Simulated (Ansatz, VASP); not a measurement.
## Two plane-wave programs on GaN

INCAR

```
PREC = Accurate
ENCUT = 520
EDIFF = 1E-6
ISMEAR = 0
SIGMA = 0.01
LREAL = False
LASPH = True
NELM = 60
ALGO = Normal
ISIF = 2
LWAVE = False
LCHARG = False
GGA = PE
NBANDS = 26
```

File KPOINTS:

```
regular mesh
0
Gamma
  9 9 6
```

File POSCAR:

```
GaN
1.0
    3.1890000000      0.0000000000      0.0000000000
   -1.5945000000      2.7617550127      0.0000000000
    0.0000000000      0.0000000000      5.1850000000
Ga N
2 2
Direct
    0.3333333333      0.6666666667      0.0000000000
    0.6666666667      0.3333333333      0.5000000000
    0.3333333333      0.6666666667      0.3770000000
    0.6666666667      0.3333333333      0.8770000000
```

Input for Ansatz:

```yaml
crystal:
  lattice:
    - [3.189, 0.0, 0.0]
    - [-1.5945, 2.7617550127, 0.0]
    - [0.0, 0.0, 5.185]
  atoms:
    - { symbol: Ga, position: [0.3333333333, 0.6666666667, 0.0] }
    - { symbol: Ga, position: [0.6666666667, 0.3333333333, 0.5] }
    - { symbol: "N", position: [0.3333333333, 0.6666666667, 0.377] }
    - { symbol: "N", position: [0.6666666667, 0.3333333333, 0.877] }
scf:
  occupations: { method: fixed }
output:
  forces: false
  stress: false
  eigenvalues: true
  eigenstates:
    kpoints:
      - [0, 0, 0]
      - [0.00879094, 0, 0]
      - [0.00507545, 0.00507545, 0]
      - [0, 0, 0.01650437]
      - [0.01758188, 0, 0]
      - [0.0101509, 0.0101509, 0]
      - [0, 0, 0.03300874]
      - [0.02637282, 0, 0]
      - [0.01522635, 0.01522635, 0]
      - [0, 0, 0.0495131]
      - [0.03516376, 0, 0]
      - [0.0203018, 0.0203018, 0]
      - [0, 0, 0.06601747]
      - [0.0439547, 0, 0]
      - [0.02537726, 0.02537726, 0]
      - [0, 0, 0.08252184]
    e_range: [-3, 7]
hamiltonian:
  xc: pbe
kpoints:
  mp_grid: { grid: [9, 9, 6] }
```

Alike in both runs: task single point; functional PBE; k mesh 9 × 9 × 6; no spin polarisation.

|  | VASP | Ansatz |
| --- | --- | --- |
| version | VASP 6.6.1 | Ansatz 0.2.0 |
| potentials or method | VASP PAW PBE potentials, release 64 (Ga_d, N) | scalar-relativistic, plane waves, PAW |
| plane-wave cutoff (eV) | 520 | 420 |
| occupations | gaussian, width 0.01 eV | fixed |
| valence electrons in the cell | 36 | 36 |

Ansatz gave:

- gap on the k mesh at the Fermi level (eV): 1.91
- least direct gap on the mesh (eV): 1.91

Question: Which values does VASP return?

Answer: gap on the k mesh at the Fermi level (eV): 1.92; least direct gap on the mesh (eV): 1.92.
